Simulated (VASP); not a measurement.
A run of VASP 6.6.1:

File INCAR:

```
SYSTEM = SiC
PREC = Accurate
ENCUT = 520
EDIFF = 1E-6
ISMEAR = 0
SIGMA = 0.02
LREAL = .False.
LASPH = .True.
NELM = 80
ALGO = Normal
ISIF = 2
LWAVE = .False.
LCHARG = .False.
GGA = CA
NBANDS = 16
```

KPOINTS

```
regular mesh
0
Gamma
  12 12 6
  0 0 0
```

Contents of POSCAR:

```
SiC
1.0
    3.0563072983      0.0000000000      0.0000000000
   -1.5281536492      2.6468397621      0.0000000000
    0.0000000000      0.0000000000      5.0163291795
Si C
2 2
Direct
    0.3333333333      0.6666666667      0.0046029063
    0.6666666667      0.3333333333      0.5046029063
    0.3333333333      0.6666666667      0.3803970937
    0.6666666667      0.3333333333      0.8803970937
```

Potentials or basis: VASP PAW LDA potentials, release 64 (Si, C).

Run with:

```bash
$ cat potpaw_LDA.64/Si/POTCAR potpaw_LDA.64/C/POTCAR > POTCAR
$ mpirun -np 1 vasp_std > vasp.out
```

Hardware: 1 thread of AMD EPYC 9R45 96-Core Processor (Zen 5), with other jobs on the host.

Q: Estimate the wall time of this run.

A: Wall time 20 s on 1 thread of AMD EPYC 9R45 96-Core Processor (Zen 5), with other jobs on the host, peak memory 0.13 GiB. Counts: scf iterations 12, k points 76.
